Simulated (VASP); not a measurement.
Runs of VASP 6.6.1 on Sc. The structure is that of space group Im-3m (No. 229), or close to it. The cells are those of the table. 

| task | cell | cutoff (eV) | gap on the mesh (eV) | pressure (GPa) |
| --- | --- | --- | --- | --- |
| single point | a = 2.808 Å, angles 70.5, 109.5, 70.5°, 1 atom | 520 | none | (a) |
| single point | a = 3.141 Å, angles 70.5, 109.5, 70.5°, 1 atom | 520 | none | 0.0 |
| relaxation of cell and atoms | relaxed to 10 GPa from a = 3.187 Å, angles 70.5, 109.5, 70.5°, 1 atom | 600 | none | 10.0 |
| relaxation of cell and atoms | relaxed to 20 GPa from a = 3.187 Å, angles 70.5, 109.5, 70.5°, 1 atom | 600 | none | 19.9 |
| relaxation of cell and atoms | relaxed from a = 3.187 Å, angles 70.5, 109.5, 70.5°, 1 atom | 600 | none | 0.0 |
| relaxation of cell and atoms | relaxed to 30 GPa from a = 3.187 Å, angles 70.5, 109.5, 70.5°, 1 atom | 600 | none | 29.9 |
| single point | a = 2.887 Å, angles 70.5, 109.5, 70.5°, 1 atom | 520 | none | 20.1 |
| single point | a = 2.992 Å, angles 70.5, 109.5, 70.5°, 1 atom | 520 | none | 10.0 |

Alike in all rows: level PBEsol; potentials or basis VASP PAW PBE potentials, release 64 (Sc_sv); no spin polarisation; k mesh 7 × 7 × 7; smearing fermi-dirac 0.05 eV.

Q: Estimate the missing entries.

A: (a) 30.2.

Caveats: some runs use coarse meshes; the PAW data sets were made with another functional, which shifts forces and pressure a little; the cell is relaxed towards a set pressure, so the enthalpy falls and the energy may rise (some runs).

A gap of «none» marks levels without a gap at the run's occupations.
